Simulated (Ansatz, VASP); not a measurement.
**One calculation of Pd, two programs**

The input INCAR:

```
ALGO = Normal
EDIFF = 1E-6
ENCUT = 500
GGA = PS
GGA_COMPAT = F
ISIF = 2
ISMEAR = 0
LASPH = T
LCHARG = T
LELF = T
LREAL = F
LVHAR = T
LWAVE = F
NBANDS = 11
NELM = 120
PREC = Accurate
SIGMA = 0.1
```

KPOINTS

```
k-points
0
Gamma
  18 18 18
```

POSCAR

```
Pd
1.0
    0.0000000000      1.9897299450      1.9897299450
    1.9897299450      0.0000000000      1.9897299450
    1.9897299450      1.9897299450      0.0000000000
Pd
1
Direct
    0.0000000000      0.0000000000      0.0000000000
```

Input for Ansatz:

```yaml
crystal:
  lattice:
    - [0.0, 1.989729945, 1.989729945]
    - [1.989729945, 0.0, 1.989729945]
    - [1.989729945, 1.989729945, 0.0]
  atoms:
    - { symbol: Pd, position: [0.0, 0.0, 0.0] }
basis:
  ecutwfc: 420
kpoints:
  mp_grid: { grid: [18, 18, 18] }
hamiltonian:
  xc: pbesol
scf:
  occupations: { method: gaussian, width: 0.1 }
output:
  forces: true
  stress: true
  eigenvalues: true
```

Alike in both runs: task single point; functional PBEsol; k mesh 18 × 18 × 18; occupations gaussian, width 0.1 eV; no spin polarisation.

```csv
,VASP,Ansatz
version,VASP 6.6.1,Ansatz 0.2.0
potentials or method,"VASP PAW PBE potentials, release 64 (Pd), cutoff 500 eV","scalar-relativistic, plane waves, PAW"
valence electrons in the cell,10,18
```

```tsv
	VASP	Ansatz	Ansatz less VASP
gap on the k mesh at the Fermi level (eV)	none	none	-
pressure (GPa)	-13.3	-13.1	+0.19
```

VASP's potentials were made for PBE, not for PBEsol. A gap of «none» marks a metal or a gap that the smearing closes. VASP's potentials hold 10 valence electrons a cell and Ansatz's 18, so a difference there can come from the potentials and not from the codes.
